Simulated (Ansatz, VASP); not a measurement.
## ScAl4 in VASP and in Ansatz

```
Sc Al
1.0
     4.69246   -2.00722   -0.02534
     4.69246    2.00722   -0.02534
    -4.67897    0.00000    4.72490
Sc Al
1 4
Direct
  0.50000 0.50000 0.50000
  0.90468 0.90468 0.10113
  0.69648 0.69648 0.29210
  0.30352 0.30352 0.70790
  0.09532 0.09532 0.89887
```

Alike in both runs: functional PBE; k mesh 12 × 12 × 8; occupations gaussian, width 0.1 eV; no spin polarisation.

Ansatz relaxed the structure, and its values are those at the end. VASP's run is a single point on that final structure, the one shown.

```csv
,VASP,Ansatz
version,VASP 6.6.1,Ansatz 0.2.0
potentials or method,"VASP PAW PBE potentials, release 64 (Sc_sv, Al), cutoff 520 eV","scalar-relativistic, plane waves, PAW"
valence electrons in the cell,23,23
```

```tsv
	VASP	Ansatz	Ansatz less VASP
gap on the k mesh at the Fermi level (eV)	none	none	-
pressure (GPa)	0.0	0.0	0.00
```

A gap of «none» marks a metal or a gap that the smearing closes.
